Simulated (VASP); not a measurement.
**C: single point with r2SCAN+D4**

Crystal: C.

```
CELL_PARAMETERS angstrom
2.52210 0.00000 0.00000
-1.26105 2.18420 0.00000
0.00000 0.00000 8.23710
ATOMIC_POSITIONS crystal
C 0.66667 0.33333 0.84375
C 0.33333 0.66667 0.34375
C 0.66667 0.33333 0.65625
C 0.33333 0.66667 0.15625
C 0.00000 0.00000 0.90625
C 0.00000 0.00000 0.40625
C 0.00000 0.00000 0.59375
C 0.00000 0.00000 0.09375
```

```json
{
 "Program": "VASP 6.6.1",
 "Task": "single point",
 "Functional": "r2SCAN",
 "Dispersion": "D4",
 "Potentials or basis": "VASP PAW PBE potentials, release 64 (C)",
 "Cutoff": "520 eV",
 "k mesh": "12 × 12 × 4",
 "Occupations": "fermi-dirac, width 0.05 eV",
 "Spin": "no spin polarisation",
 "Dipole correction": "no",
 "Further INCAR settings": "ALGO = Normal; EDIFF = 1e-06; NBANDS = 26"
}
```

```yaml
Pressure: -3.0 GPa
Largest_force: 0.361 eV/Å
Band_gap_on_the_k_mesh: 4.62 eV (least direct gap 5.41 eV)
Dispersion_energy_per_atom: -0.088 eV
```

Forces on the atoms (eV/Å):
```
C    0.000  0.000  0.331
C    0.000  0.000  0.331
C    0.000  0.000 -0.331
C    0.000  0.000 -0.331
C    0.000  0.000  0.361
C    0.000  0.000  0.361
C    0.000  0.000 -0.361
C    0.000  0.000 -0.361
```

Stress tensor (GPa, compression positive):
```
-7.34  0.00  0.00
 0.00 -7.34  0.00
 0.00  0.00  5.79
```

Levels at points of the mesh, in eV from the valence-band top:
| k point | band 12 | band 13 | band 14 | band 15 | band 16 | band 17 | band 18 | band 19 | band 20 | band 21 |
| --- | --- | --- | --- | --- | --- | --- | --- | --- | --- | --- |
| (0.00, 0.00, 0.00) | -1.85 | -1.85 | -0.23 | 0.00 | 0.00 | 5.40 | 5.40 | 5.96 | 7.34 | 7.34 |
| (0.50, 0.00, 0.00) | -5.32 | -5.30 | -4.83 | -3.92 | -3.12 | 4.68 | 5.83 | 6.17 | 6.31 | 7.25 |
| (0.00, 0.00, 0.50) | -2.72 | -0.72 | -0.72 | -0.72 | -0.72 | 6.25 | 6.25 | 6.25 | 6.25 | 7.04 |
| (0.50, 0.00, 0.50) | -6.41 | -5.00 | -5.00 | -3.88 | -3.88 | 5.05 | 5.05 | 7.48 | 7.48 | 7.92 |

Run time: 5 min on 1 thread of Intel(R) Xeon(R) Platinum 8375C CPU @ 2.90GHz (Ice Lake), on a shared host, peak memory 0.18 GiB.

Caveat: the stress differs along the axes, from -7 to 6 GPa; the PAW data sets were made with another functional, which shifts forces and pressure a little. A k mesh can miss the band edges.
